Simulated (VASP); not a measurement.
## CdS: single point with LDA

CdS:

```xyz
2
Lattice="0.0000 2.7532 2.7532 2.7532 0.0000 2.7532 2.7532 2.7532 0.0000" Properties=species:S:1:pos:R:3 pbc="T T T"
Cd    0.0000    0.0000    0.0000
S     2.7532    2.7532    2.7532
```

```yaml
Program: VASP 6.6.1
Task: single point
Functional: LDA
Potentials_or_basis: VASP PAW LDA potentials, release 64 (Cd, S)
Cutoff: 500 eV
k_mesh: 4 × 4 × 4
Occupations: fermi-dirac, width 0.1 eV
Spin: no spin polarisation
Dipole_correction: no
Further_INCAR_settings: ALGO = Normal; EDIFF = 1e-06; NBANDS = 16
```

- Pressure: -6.0 GPa
- Band gap on the k mesh: 0.02 eV (least direct gap 1.33 eV)

Levels at points of the mesh, in eV from the valence-band top:
| k point | band 5 | band 6 | band 7 | band 8 | band 9 | band 10 | band 11 | band 12 | band 13 | band 14 |
| --- | --- | --- | --- | --- | --- | --- | --- | --- | --- | --- |
| (0.00, 0.00, 0.00) | -7.58 | -7.58 | -0.72 | -0.72 | -0.72 | 0.61 | 9.16 | 9.16 | 9.16 | 11.03 |
| (0.50, 0.00, 0.00) | -7.38 | -7.38 | -4.85 | 0.00 | 0.00 | 3.34 | 5.74 | 5.74 | 6.47 | 12.01 |
| (0.50, 0.50, 0.00) | -7.32 | -6.66 | -4.19 | -2.10 | -2.10 | 0.02 | 5.96 | 9.52 | 10.87 | 10.87 |

Run time: 7.3 s on 1 thread of Intel Xeon 8259CL (shared host), peak memory 0.14 GiB.

Caveat: the k points lie up to 0.49 Å⁻¹ apart; the smearing spreads over this small gap; semilocal functionals underestimate gaps, and a narrow one can read as zero. A k mesh can miss the band edges.
